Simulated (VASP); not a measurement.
# H4C in VASP: further runs, part 2 of 2

VASP 6.6.1. Earlier steps stand in the parts before.

## Step 4: Single point, r2SCAN+D3(BJ)

Input file POSCAR:

```
H4C
1.0
    8.6854290000      0.0000000000      0.0000000000
    0.0000000000      8.6854290000      0.0000000000
    0.0000000000      0.0000000000      8.6854290000
C H
8 32
Direct
    0.5219661573      0.0481841484      0.5336408829
    0.4768100689      0.4778578007      0.2416921490
    0.6175285067      0.7725812968      0.9582025252
    0.2071170002      0.6918714090      0.6955211999
    0.7469291384      0.1654034591      0.1540395990
    0.0992351673      0.3844715097      0.3180384066
    0.8975377037      0.1690993041      0.7381903646
    0.6452876421      0.5394897592      0.6174248848
    0.5743757735      0.1489736431      0.5864534728
    0.4725846012     -0.0182144140      0.6286390690
    0.6170794787     -0.0141271087      0.4789746137
    0.4341754449      0.0841409215      0.4542780788
    0.4576400314      0.5747902608      0.3183838127
    0.4599197115      0.3669939620      0.3030247556
    0.5942135961      0.4855373292      0.1982515774
    0.3947300703      0.4850883013      0.1471314773
    0.7248576898      0.8288249205      0.9276225734
    0.5622289929      0.8339484440      1.0526020073
    0.6455179128      0.6600134547      0.9985229285
    0.5461560966      0.7588111077      0.8542928622
    0.2679314977      0.7973814535      0.6689709858
    0.1397858413      0.7022220779      0.8018141649
    0.2851787747      0.5954455445      0.7135744245
    0.1298151191      0.6685680120      0.6038619393
    0.7786834709      0.0457663058      0.1691798989
    0.7285765620      0.2206108645      0.2627734335
    0.6462662927      0.1773545095      0.0795930748
    0.8401887805      0.2254465496      0.0933862910
    0.1050034489      0.5011957383      0.2811835777
   -0.0213576094      0.3628951431      0.3438402409
    0.1619493982      0.3800387983      0.4242968309
    0.1456807718      0.3060643291      0.2336787279
    1.0021151517      0.1016530099      0.7593177032
    0.9201963426      0.2871821300      0.7763807637
    0.8044737917      0.1193262877      0.8075939600
    0.8666814270      0.1692835207      0.6165498561
    0.7355077107      0.5931658643      0.6848481520
    0.5924635386      0.4504786119      0.6880374015
    0.6951297397      0.4905687445      0.5113506771
    0.5543191937      0.6246323584      0.5902299127
```

Input file INCAR.step1:

```
SYSTEM = H4C
  PREC = Accurate
  ENCUT = 520
  ISMEAR = -1
  SIGMA = 0.05
  LREAL = Auto
  LASPH = .TRUE.
  NELM = 60
  NBANDS = 58
  GGA = PE
  ALGO = Normal
  EDIFF = 1E-4
  LWAVE = .TRUE.
  LCHARG = .FALSE.
```

Input file INCAR.step2:

```
SYSTEM = H4C
  PREC = Accurate
  ENCUT = 520
  EDIFF = 1E-6
  ISMEAR = -1
  SIGMA = 0.05
  LREAL = Auto
  LASPH = .TRUE.
  NELM = 60
  ALGO = Normal
  ISIF = 2
  LWAVE = .FALSE.
  LCHARG = .FALSE.
  METAGGA = R2SCAN
  LMIXTAU = .TRUE.
  IVDW = 12
  VDW_S6 = 1.0
  VDW_S8 = 0.78981345
  VDW_A1 = 0.49484001
  VDW_A2 = 5.73083694
  NBANDS = 58
  ISTART = 1
```

Input file KPOINTS:

```
Automatic mesh
0
G
  1 1 1
  0 0 0
```

Potentials or basis: VASP PAW PBE potentials, release 64 (C, H).

On the command line:

```console
cat potpaw_PBE.64/C/POTCAR potpaw_PBE.64/H/POTCAR > POTCAR
cp INCAR.step1 INCAR
mpirun -np 1 vasp_gam > vasp.out
cp INCAR.step2 INCAR
mpirun -np 1 vasp_gam > vasp.out
```

OUTCAR:

```text
SYSTEM = H4C
   PREC = Accurate
   ENCUT = 520
   EDIFF = 1E-6
   ISMEAR = -1
   LREAL = Auto
   LASPH = .TRUE.
   NELM = 60
   ISIF = 2
   METAGGA = R2SCAN
   IVDW = 12
   ISTART = 1
 IVDW          = 12

 ion  position               nearest neighbor table
   1  0.522  0.048  0.534-  12 1.07   9 1.09  10 1.09  11 1.10
   2  0.477  0.478  0.242-  13 1.09  15 1.09  16 1.09  14 1.11
   3  0.618  0.773  0.958-  19 1.07  17 1.09  18 1.09  20 1.10
   4  0.207  0.692  0.696-  24 1.06  21 1.08  23 1.09  22 1.10
   5  0.747  0.165  0.154-  26 1.07  25 1.08  27 1.09  28 1.10
   6  0.099  0.384  0.318-  29 1.06  31 1.07  32 1.08  30 1.09
   7  0.898  0.169  0.738-  36 1.09  34 1.10  33 1.10  35 1.10
   8  0.645  0.539  0.617-  37 1.08  38 1.09  39 1.10  40 1.11
   9  0.574  0.149  0.586-   1 1.09
  10  0.473  0.982  0.629-   1 1.09
  11  0.617  0.986  0.479-   1 1.10
  12  0.434  0.084  0.454-   1 1.07
  13  0.458  0.575  0.318-   2 1.09
  14  0.460  0.367  0.303-   2 1.11
[... 24 lines left out ...]
  39  0.695  0.491  0.511-   8 1.10
  40  0.554  0.625  0.590-   8 1.11

  LATTYP: Found a simple cubic cell.
 ALAT       =     8.6854290000

  Lattice vectors:

 A1 = (   8.6854290000,   0.0000000000,   0.0000000000)
 A2 = (   0.0000000000,   8.6854290000,   0.0000000000)
 A3 = (   0.0000000000,   0.0000000000,   8.6854290000)

Analysis of symmetry for initial positions (statically):
=====================================================================
 Subroutine PRICEL returns:
 Original cell was already a primitive cell.

 Routine SETGRP: Setting up the symmetry group for a
 simple cubic supercell.

 Subroutine GETGRP returns: Found  1 space group operations
 (whereof  1 operations were pure point group operations)
 out of a pool of 48 trial point group operations.

The static configuration has the point symmetry C_1 .

Analysis of symmetry for dynamics (positions and initial velocities):
[... 187 lines left out ...]
   LORBIT       =      0    0 simple, 1 ext, 2 COOP (PROOUT), +10 PAW based schemes
   METAGGA = R2SCAN    functional components
   LHFCALC =     F    Hartree Fock is set to
   AEXX    =    0.0000 exact exchange contribution
   IVDW    =    12    specifies the selected vdW correction
   LEPSILON=     F    determine dielectric tensor
   LRPA    =     F    only Hartree local field effects (RPA)
 non-spin polarized calculation
  energy-cutoff  :      520.00
  volume of cell :      655.20
 maximum number of plane-waves:      8779
 NGX is ok and might be reduce to    70
   NGX = 33   NGY = 33   NGZ = 33

 number of electron      63.9999997 magnetization

 Free energy of the ion-electron system (eV)
  ---------------------------------------------------
  ext. energy  EPLUGINS =         0.00000000
  ---------------------------------------------------
  free energy    TOTEN  =      -199.81313719 eV

  energy without entropy =     -199.81313719  energy(sigma->0) =     -199.81313719

 E-fermi :  -6.5251     XC(G=0):  -4.4296

 val. band max:       -7.7330289015   @ k =   0.0000   0.0000   0.0000
 cond. band min:       0.5084648304   @ k =   0.0000   0.0000   0.0000
 fundamental gap:      8.2414937319
 Fermi energy:        -6.5250645701

 k-point     1 :       0.0000    0.0000    0.0000
  band No.  band energies     occupation
      1     -16.6855      2.00000
      2     -16.5734      2.00000
      3     -16.5382      2.00000
      4     -16.4952      2.00000
      5     -16.4337      2.00000
      6     -16.3663      2.00000
[... 36 lines left out ...]
     43       3.5989      0.00000
     44       3.6612      0.00000
 [bands above 44 left out]

------------------------ aborting loop because EDIFF is reached ----------------------------------------

 Edisp (eV)   -0.40492

 E8    (eV) :    -0.0607

  FORCE on cell =-STRESS in cart. coord.  units (eV):
  Direction    XX          YY          ZZ          XY          YZ          ZX
  --------------------------------------------------------------------------------------
  -------------------------------------------------------------------------------------
  Total      -0.41822     0.87040    -0.32488     0.52734     0.46293     1.11582
  in kB      -1.02267     2.12842    -0.79443     1.28951     1.13201     2.72854
  external pressure =        0.10 kB  Pullay stress =        0.00 kB

 VOLUME and BASIS-vectors are now :
 -----------------------------------------------------------------------------
  energy-cutoff  :      520.00
  volume of cell :      655.20
      direct lattice vectors                 reciprocal lattice vectors
     8.685429000  0.000000000  0.000000000     0.115135361  0.000000000  0.000000000
     0.000000000  8.685429000  0.000000000     0.000000000  0.115135361  0.000000000
     0.000000000  0.000000000  8.685429000     0.000000000  0.000000000  0.115135361

 POSITION                                       TOTAL-FORCE (eV/Angst)
 -----------------------------------------------------------------------------------
      4.53350      0.41850      4.63490         0.727518     -0.011666      0.765071
      4.14130      4.15040      2.09920        -0.083494     -0.461915      0.180089
      5.36350      6.71020      8.32240        -0.109094      0.230361     -0.425607
      1.79890      6.00920      6.04090         0.107714     -0.128386      1.053568
      6.48740      1.43660      1.33790         0.372818      0.314840     -0.997477
      0.86190      3.33930      2.76230        -0.624876     -0.036294      0.458648
[... 32 lines left out ...]
      6.03750      4.26080      4.44130        -0.303489      0.148079      0.390438
      4.81450      5.42520      5.12640         0.562081     -0.320829     -0.017010
 -----------------------------------------------------------------------------------
    total drift:                               -0.000491      0.004184      0.024196

  FREE ENERGIE OF THE ION-ELECTRON SYSTEM (eV)
  ---------------------------------------------------
  free  energy   TOTEN  =      -200.2180537156 eV

  energy  without entropy=     -200.2180537155  energy(sigma->0) =     -200.21805372
```

Run time: 5.5 min. Hardware: 1 thread of Intel Xeon Platinum 8488C (Sapphire Rapids), shared host; peak memory 0.76 GiB.

What came out:

```
Free energy                : -200.2181 eV
Pressure                   : 0.0 GPa
Largest force              : 1.110 eV/Å
Band gap on the k mesh     : 8.24 eV
Dispersion energy per atom : -0.010 eV
```

Forces on the atoms (eV/Å):
```
C    0.728 -0.012  0.765
C   -0.083 -0.462  0.180
C   -0.109  0.230 -0.426
C    0.108 -0.128  1.054
C    0.373  0.315 -0.997
C   -0.625 -0.036  0.459
C    0.145  0.015  0.414
C   -0.357  0.166 -0.334
H   -0.079  0.236 -0.041
H    0.034 -0.110 -0.282
H   -0.428 -0.101 -0.065
H   -0.266 -0.014 -0.405
H   -0.092 -0.031  0.160
H    0.125  0.656 -0.246
H   -0.045 -0.118 -0.040
H    0.084 -0.033 -0.069
H    0.067  0.212 -0.074
H   -0.189  0.112 -0.267
H    0.182 -0.803  0.259
H    0.041  0.304  0.495
H    0.201  0.117  0.166
H    0.118  0.269 -0.170
H    0.146  0.073 -0.240
H   -0.604 -0.348 -0.802
H   -0.049 -0.176  0.015
H   -0.203  0.185  0.520
H   -0.104 -0.191  0.257
H   -0.028 -0.158  0.230
H    0.197  0.822 -0.611
H   -0.044 -0.340 -0.113
H    0.423 -0.292  0.488
H    0.014 -0.161 -0.172
H   -0.167  0.046 -0.221
H   -0.144 -0.138 -0.079
H    0.116  0.164 -0.219
H    0.082 -0.077  0.078
H    0.127  0.173  0.037
H    0.046 -0.195 -0.082
H   -0.303  0.148  0.390
H    0.562 -0.321 -0.017
```

Caveat: the k points lie up to 0.72 Å⁻¹ apart; the PAW data sets were made with another functional, which shifts forces and pressure a little.

## Step 5: The runs side by side

```csv
cell,gap on the mesh (eV),pressure (GPa),largest force (eV/Å)
"as given, atomic positions A",8.34,0.0,0.07
"as given, atomic positions B",7.99,-0.1,1.52
"as given, atomic positions C",8.24,0.0,1.11
```

Alike in all rows: task single point; level r2SCAN+D3(BJ); potentials or basis VASP PAW PBE potentials, release 64 (C, H); no spin polarisation; k mesh 1 × 1 × 1; cutoff (eV) 520; smearing fermi-dirac 0.05 eV.

Caveats: all runs use coarse meshes; the PAW data sets were made with another functional, which shifts forces and pressure a little.

Absolute energies hang on the potentials; compare differences alone.
